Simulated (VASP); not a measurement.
# CdS (R3m) in VASP: electric field gradients with PBEsol

Aim: the electric field gradients of CdS with PBEsol.

All numbers are computed with VASP 6.6.1; they aren't measurements. Logs are shortened: lines on timing, memory, paths and dates and some standing lists are left out, and cuts for length are marked.

## 1. The cell of the first run

The structure is trigonal, space group R3m (No. 160). The conventional cell has a = 4.125 Å, b = 4.125 Å, c = 10.103 Å, α = 90.00°, β = 90.00°, γ = 120.00°. Within 2.0 Å of Cd (site symmetry 3m) lie 1 S at 1.46 Å. Within 2.0 Å of S (site symmetry 3m) lie 1 Cd at 1.46 Å.

## 2. Electric field gradients, PBEsol (shortest bond scaled by 0.58)

Contents of INCAR:

```
SYSTEM = CdS
  PREC = Accurate
  ENCUT = 470
  EDIFF = 1E-8
  ISMEAR = -1
  SIGMA = 0.03
  LREAL = .FALSE.
  LASPH = .TRUE.
  NELM = 120
  ALGO = Normal
  ISIF = 2
  LWAVE = .FALSE.
  LCHARG = .FALSE.
  GGA = PS
  LEFG = .TRUE.
  NBANDS = 20
  GGA_COMPAT = .FALSE.
```

Contents of KPOINTS:

```
regular mesh
0
G
  7 7 7
  0 0 0
```

Contents of POSCAR:

```
CdS
1.0
    0.0000000000      2.9165000000      2.9165000000
    2.9165000000      0.0000000000      2.9165000000
    2.9165000000      2.9165000000      0.0000000000
Cd S
1 1
Direct
   -0.1575000000      0.0525000000      0.0525000000
    0.4075000000      0.1975000000      0.1975000000
```

Potentials or basis: VASP PAW PBE potentials, release 64 (Cd_sv_GW, S).

On the command line:

```sh
> cat potpaw_PBE.64/Cd_sv_GW/POTCAR potpaw_PBE.64/S/POTCAR > POTCAR
> mpirun -np 1 vasp_std > vasp.out
```

OUTCAR:

```text
SYSTEM = CdS
   PREC = Accurate
   ENCUT = 470
   EDIFF = 1E-8
   ISMEAR = -1
   LREAL = .FALSE.
   LASPH = .TRUE.
   NELM = 120
   ISIF = 2
   GGA = PS

 ion  position               nearest neighbor table
   1  0.843  0.053  0.053-   2 1.46
   2  0.407  0.197  0.197-   1 1.46

  LATTYP: Found a face centered cubic cell.
 ALAT       =     5.8330000000

  Lattice vectors:

 A1 = (   0.0000000000,   2.9165000000,   2.9165000000)
 A2 = (   2.9165000000,   0.0000000000,   2.9165000000)
 A3 = (   2.9165000000,   2.9165000000,   0.0000000000)

Analysis of symmetry for initial positions (statically):
=====================================================================
 Subroutine PRICEL returns:
 Original cell was already a primitive cell.

 Routine SETGRP: Setting up the symmetry group for a
 face centered cubic supercell.

 Subroutine GETGRP returns: Found  6 space group operations
 (whereof  6 operations were pure point group operations)
 out of a pool of 48 trial point group operations.

The static configuration has the point symmetry C_3v.

Analysis of symmetry for dynamics (positions and initial velocities):
=====================================================================
 Subroutine PRICEL returns:
 Original cell was already a primitive cell.

 Routine SETGRP: Setting up the symmetry group for a
 face centered cubic supercell.

 Subroutine GETGRP returns: Found  6 space group operations
 (whereof  6 operations were pure point group operations)
 out of a pool of 48 trial point group operations.

The dynamic configuration has the point symmetry C_3v.

 Subroutine INISYM returns: Found  6 space group operations
 (whereof  6 operations are pure point group operations),
 and found     1 'primitive' translations

----------------------------------------------------------------------------------------

                                     Primitive cell

  volume of cell :      49.6153

  direct lattice vectors                    reciprocal lattice vectors
     0.000000000  2.916500000  2.916500000    -0.171438368  0.171438368  0.171438368
     2.916500000  0.000000000  2.916500000     0.171438368 -0.171438368  0.171438368
     2.916500000  2.916500000  0.000000000     0.171438368  0.171438368 -0.171438368

  length of vectors
     4.124553855  4.124553855  4.124553855     0.296939964  0.296939964  0.296939964

  position of ions in fractional coordinates (direct lattice)
     0.842500000  0.052500000  0.052500000
     0.407500000  0.197500000  0.197500000

  ion indices of the primitive-cell ions
   primitive index   ion index
                 1           1
                 2           2

----------------------------------------------------------------------------------------

 KPOINTS: regular mesh

Automatic generation of k-mesh.
 Grid dimensions read from file:
 generate k-points for:    7    7    7

 Generating k-lattice:

  Cartesian coordinates                     Fractional coordinates (reciprocal lattice)
    -0.024491195  0.024491195  0.024491195     0.142857143  0.000000000  0.000000000
     0.024491195 -0.024491195  0.024491195     0.000000000  0.142857143  0.000000000
     0.024491195  0.024491195 -0.024491195     0.000000000  0.000000000  0.142857143

  Length of vectors
     0.042419995  0.042419995  0.042419995

  Shift w.r.t. Gamma in fractional coordinates (k-lattice)
     0.000000000  0.000000000  0.000000000

 Subroutine IBZKPT returns following result:
 ===========================================

 Found     44 irreducible k-points:

 Following reciprocal coordinates:
            Coordinates               Weight
  0.000000  0.000000  0.000000      1.000000
  0.142857  0.000000  0.000000      2.000000
  0.000000  0.142857  0.000000      6.000000
  0.285714  0.000000  0.000000      2.000000
  0.000000  0.285714  0.000000      6.000000
  0.428571  0.000000  0.000000      2.000000
[... 16 lines left out ...]
  0.285714  0.285714  0.000000      6.000000
  0.428571  0.285714  0.000000      6.000000
 [... further k-points ...]
   k-points           NKPTS =     44   k-points in BZ     NKDIM =     44   number of bands    NBANDS=     20
   number of dos      NEDOS =    301   number of ions     NIONS =      2
   total plane-waves  NPLWV =  27000
   dimension x,y,z NGX =    30 NGY =   30 NGZ =   30
   dimension x,y,z NGXF=    60 NGYF=   60 NGZF=   60
   ions per type =               1   1
   NGX,Y,Z   is equivalent  to a cutoff of  12.09, 12.09, 12.09 a.u.
   NGXF,Y,Z  is equivalent  to a cutoff of  24.18, 24.18, 24.18 a.u.
 SYSTEM =  CdS
   PREC   = accura    normal or accurate (medium, high low for compatibility)
   ISTART =      0    job   : 0-new  1-cont  2-samecut
   ICHARG =      2    charge: 1-file 2-atom 10-const
   ISPIN  =      1    spin polarized calculation?
   LNONCOLLINEAR =      F non collinear calculations
   LSORBIT =      F    spin-orbit coupling
   LASPH  =      T    aspherical Exc in radial PAW
   ENCUT  =  470.0 eV  34.54 Ry    5.88 a.u.   7.29  7.29  7.29*2*pi/ulx,y,z
   NELM   =    120;   NELMIN=  2; NELMDL= -5     # of ELM steps
   EDIFF  = 0.1E-07   stopping-criterion for ELM
   LREAL  =      F    real-space projection
   EDIFFG = 0.1E-06   stopping-criterion for IOM
   NSW    =      0    number of steps for IOM
   IBRION =     -1    ionic relax: 0-MD 1-quasi-New 2-CG
   NFREE  =      0    steps in history (QN), initial steepest desc. (CG)
   ISIF   =      2    stress and relaxation
   ISYM   =      2    0-nonsym 1-usesym 2-fastsym
   POTIM  = 0.5000    time-step for ionic-motion
   TEBEG  =    0.0;   TEEND  =   0.0 temperature during run
   PSTRESS=    0.0 pullay stress
   NELECT =      26.0000    total number of electrons
   NUPDOWN=      -1.0000    fix difference up-down
   EMIN   =  10.00;   EMAX   =-10.00  energy-range for DOS
   EFERMI =   0.00;   METHOD = LEGACY
   ISMEAR =    -1;   SIGMA  =   0.03  broadening in eV -4-tet -1-fermi 0-gaus
   EFERMI_NEDOS =   21; number of points for ismear=-14 and -15
   IALGO  =     38    algorithm
   IMIX   =      4    mixing-type and parameters
     AMIX     =   0.40;   BMIX     =  1.00
     AMIX_MAG =   1.60;   BMIX_MAG =  1.00
  volume/ion in A,a.u.               =      24.81       167.41
  Fermi-wavevector in a.u.,A,eV,Ry     =   1.319858  2.494170 23.701701  1.742026
  Thomas-Fermi vector in A             =   2.449726
   LORBIT       =      0    0 simple, 1 ext, 2 COOP (PROOUT), +10 PAW based schemes
   GGA     = PS    functional components
   LHFCALC =     F    Hartree Fock is set to
   AEXX    =    0.0000 exact exchange contribution
   IVDW    =     0    specifies the selected vdW correction
   LEPSILON=     F    determine dielectric tensor
   LRPA    =     F    only Hartree local field effects (RPA)
 non-spin polarized calculation
  energy-cutoff  :      470.00
  volume of cell :       49.62
 maximum number of plane-waves:      1161
 NGX is ok and might be reduce to    30
   NGX = 15   NGY = 15   NGZ = 15

 number of electron      25.9999995 magnetization

 Free energy of the ion-electron system (eV)
  ---------------------------------------------------
  ext. energy  EPLUGINS =         0.00000000
  ---------------------------------------------------
  free energy    TOTEN  =        10.62146127 eV

  energy without entropy =       10.62146127  energy(sigma->0) =       10.62146127

 E-fermi :   3.8253     XC(G=0):  -9.3901

 val. band max:        3.2108222970   @ k =   0.0000   0.4286   0.0000
 cond. band min:       4.5056746687   @ k =   0.0000   0.0000   0.0000
 fundamental gap:      1.2948523716
 Fermi energy:         3.8252521021

 k-point     1 :       0.0000    0.0000    0.0000
  band No.  band energies     occupation
      1    -102.1138      2.00000
      2     -64.8685      2.00000
      3     -62.5804      2.00000
      4     -62.5804      2.00000
      5     -13.6946      2.00000
      6      -9.8986      2.00000
[... 12 lines left out ...]
     19      13.1941      0.00000
     20      13.1941      0.00000

 k-point     2 :       0.1429    0.0000    0.0000
  band No.  band energies     occupation
      1    -102.1142      2.00000
      2     -64.8689      2.00000
      3     -62.5810      2.00000
      4     -62.5810      2.00000
      5     -13.6502      2.00000
      6      -9.8731      2.00000
[... 12 lines left out ...]
     19      12.7680      0.00000
     20      14.2556      0.00000

 k-point     3 :       0.0000    0.1429    0.0000
  band No.  band energies     occupation
      1    -102.1142      2.00000
      2     -64.8690      2.00000
      3     -62.5810      2.00000
      4     -62.5808      2.00000
      5     -13.6737      2.00000
      6      -9.9071      2.00000
[... 12 lines left out ...]
     19      13.0265      0.00000
     20      14.1320      0.00000

 k-point     4 :       0.2857    0.0000    0.0000
  band No.  band energies     occupation
      1    -102.1141      2.00000
      2     -64.8690      2.00000
      3     -62.5809      2.00000
      4     -62.5809      2.00000
      5     -13.5501      2.00000
      6      -9.8148      2.00000
[... 12 lines left out ...]
     19      12.8595      0.00000
     20      13.5773      0.00000

 k-point     5 :       0.0000    0.2857    0.0000
  band No.  band energies     occupation
      1    -102.1142      2.00000
      2     -64.8690      2.00000
      3     -62.5810      2.00000
      4     -62.5807      2.00000
      5     -13.6273      2.00000
      6      -9.9257      2.00000
[... 12 lines left out ...]
     19      13.5898      0.00000
     20      13.9674      0.00000
[... 353 lines left out ...]
      6      -9.8881      2.00000
[... 12 lines left out ...]
     19      13.3181      0.00000
     20      15.0376      0.00000

 k-point    22 :       0.0000   -0.1429    0.1429
  band No.  band energies     occupation
      1    -102.1141      2.00000
      2     -64.8689      2.00000
      3     -62.5809      2.00000
      4     -62.5806      2.00000
      5     -13.6490      2.00000
      6      -9.9057      2.00000
[... 12 lines left out ...]
     19      13.9343      0.00000
     20      15.2072      0.00000

 k-point    23 :       0.2857    0.2857    0.0000
  band No.  band energies     occupation
      1    -102.1140      2.00000
      2     -64.8689      2.00000
      3     -62.5808      2.00000
      4     -62.5806      2.00000
      5     -13.5797      2.00000
      6      -9.9308      2.00000
[... 12 lines left out ...]
     19      14.5974      0.00000
     20      16.6848      0.00000

 k-point    24 :       0.4286    0.2857    0.0000
  band No.  band energies     occupation
      1    -102.1140      2.00000
      2     -64.8691      2.00000
      3     -62.5808      2.00000
      4     -62.5805      2.00000
      5     -13.5121      2.00000
      6      -9.9062      2.00000
[... 12 lines left out ...]
     19      15.3268      0.00000
     20      16.9316      0.00000

 [... further k-points ...]
[... 5 lines left out ...]
  --------------------------------------------------------------------------------------
  -------------------------------------------------------------------------------------
  Total       31.0412490     31.0412490     31.0412490    -32.3542098     32.3542098    -32.3542098
  in kB     1002.3833233   1002.3833233   1002.3833233  -1044.7814225   1044.7814225  -1044.7814225
  external PRESSURE =    1002.3833233 kB  Pullay stress =       0.0000000 kB

 VOLUME and BASIS-vectors are now :
 -----------------------------------------------------------------------------
  energy-cutoff  :      470.00
  volume of cell :       49.62
      direct lattice vectors                 reciprocal lattice vectors
     0.000000000  2.916500000  2.916500000    -0.171438368  0.171438368  0.171438368
     2.916500000  0.000000000  2.916500000     0.171438368 -0.171438368  0.171438368
     2.916500000  2.916500000  0.000000000     0.171438368  0.171438368 -0.171438368

 POSITION                                       TOTAL-FORCE (eV/Angst)
 -----------------------------------------------------------------------------------
      0.30623      2.61027      2.61027       -38.673186     38.673186     38.673186
      1.15202      1.76448      1.76448        38.673186    -38.673186    -38.673186
 -----------------------------------------------------------------------------------
    total drift:                                0.000200     -0.000197     -0.000197

  FREE ENERGIE OF THE ION-ELECTRON SYSTEM (eV)
  ---------------------------------------------------
  free  energy   TOTEN  =        10.6214612750 eV

  energy  without entropy=       10.6214612750  energy(sigma->0) =       10.62146127

 Electric field gradients (V/A^2)
---------------------------------------------------------------------
 ion       V_xx      V_yy      V_zz      V_xy      V_xz      V_yz
---------------------------------------------------------------------
   1      -0.002     0.001     0.001  -118.631  -118.631   118.622
   2      -0.000     0.000     0.000    -2.891    -2.891     2.891
---------------------------------------------------------------------

 Electric field gradients after diagonalization (V/A^2)
 (convention: |V_zz| > |V_xx| > |V_yy|)
----------------------------------------------------------------------
 ion       V_xx      V_yy      V_zz     asymmetry (V_yy - V_xx)/ V_zz
----------------------------------------------------------------------
   1    -118.635  -118.621   237.257       0.000
   2      -2.891    -2.891     5.782       0.000
----------------------------------------------------------------------

           NMR quadrupolar parameters

 Cq : quadrupolar parameter    Cq=e*Q*V_zz/h
 eta: asymmetry parameters     (V_yy - V_xx)/ V_zz
 Q  : nuclear electric quadrupole moment in mb (millibarn)
----------------------------------------------------------------------
 ion       Cq(MHz)       eta       Q (mb)
----------------------------------------------------------------------
   1       0.574       0.000       1.000
   2       0.014       0.000       1.000
----------------------------------------------------------------------
```

Run time: 44 s. Hardware: 1 thread of AMD EPYC 7R43 (Zen 3), shared host; peak memory 0.16 GiB.

What came out:

| Quantity | Value |
| --- | --- |
| Free energy | 10.6215 eV |
| Pressure | 100.2 GPa |
| Largest force | 66.984 eV/Å |
| Band gap on the k mesh | 1.29 eV (least direct gap 1.35 eV) |
| Largest electric field gradient by atom | Cd +237.3; S +5.8 V/Å² |

Forces on the atoms (eV/Å):
```
Cd  -38.673  38.673  38.673
S    38.673 -38.673 -38.673
```

Stress tensor (GPa, compression positive):
```
 100.24 -104.48 -104.48
-104.48  100.24  104.48
-104.48  104.48  100.24
```

Levels at points of the mesh, in eV from the valence-band top:
```
           k point  band 11  band 12  band 13  band 14  band 15  band 16
(0.00, 0.00, 0.00)    -0.48    -0.06    -0.06     1.29     6.24     6.24
```

Electric field gradients, principal values (V/Å²):
```csv
atom,least,middle,greatest (by size)
1 Cd,-118.621,-118.635,237.257
2 S,-2.891,-2.891,5.782
```

Caveat: the cell differs from its parent crystal (shortest bond scaled by 0.58); atoms lie so close that the PAW spheres overlap strongly, which falsifies energies and pressures; the cell stands under pressure; without QUAD_EFG the Cq values of the log hold for a quadrupole moment of 1 mb, not for the nuclei; the PAW data sets were made with another functional, which shifts forces and pressure a little.
